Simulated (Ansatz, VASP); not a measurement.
Two plane-wave programs on W

Contents of INCAR:

```
SYSTEM = W
  PREC = Accurate
  ENCUT = 500
  EDIFF = 1E-6
  ISMEAR = 0
  SIGMA = 0.15
  LREAL = .False.
  LASPH = .True.
  NELM = 120
  ALGO = Normal
  ISIF = 2
  LWAVE = .False.
  LCHARG = .False.
  GGA = PS
  NBANDS = 13
  GGA_COMPAT = .False.
```

The input KPOINTS:

```
regular mesh
0
Gamma
  20 20 20
  0 0 0
```

Contents of POSCAR:

```
W
1.0
   -0.0999563461      1.9991269217      2.2989959600
    1.8991705756      0.0000000000      2.1990396139
    1.9991269217      1.9991269217     -0.0999563461
W
1
Direct
    0.0000000000      0.0000000000      0.0000000000
```

Input for Ansatz:

```yaml
crystal:
  lattice:
    - [-0.0999563461, 1.9991269217, 2.29899596]
    - [1.8991705756, 0.0, 2.1990396139]
    - [1.9991269217, 1.9991269217, -0.0999563461]
  atoms:
    - { symbol: W, position: [0.0, 0.0, 0.0] }
basis:
  ecutwfc: 420
kpoints:
  mp_grid: { grid: [20, 20, 20] }
hamiltonian:
  xc: pbesol
  pseudopotentials: { kind: paw, azcp: { folder: soft_1 } }
scf:
  occupations: { method: gaussian, width: 0.15 }
output:
  forces: true
  stress: true
  eigenvalues: true
```

Change from the starting cell: engineering shear strain xz -0.1000, normal strain along z +0.1500.

Alike in both runs: task single point; functional PBEsol; k mesh 20 × 20 × 20; occupations gaussian, width 0.15 eV; no spin polarisation.

|  | VASP | Ansatz |
| --- | --- | --- |
| version | VASP 6.6.1 | Ansatz 0.2.0 |
| potentials or method | VASP PAW PBE potentials, release 64 (W_sv), cutoff 500 eV | scalar-relativistic, plane waves, PAW |
| valence electrons in the cell | 14 | 14 |

```tsv
	VASP	Ansatz	Ansatz less VASP
gap on the k mesh at the Fermi level (eV)	none	none	-
pressure (GPa)	-30.5	-30.6	-0.17
traceless stress, the component that is largest in VASP (GPa)	-3.49	-3.51	-0.024
```

VASP's potentials were made for PBE, not for PBEsol, and Ansatz warns of the same on its side. A gap of «none» marks a metal or a gap that the smearing closes. Both programs put the cell under strong tension, so it lies far from rest at this level.

Neither program's run includes spin-orbit coupling. Noted on VASP's run: the cell as given lies far from equilibrium.
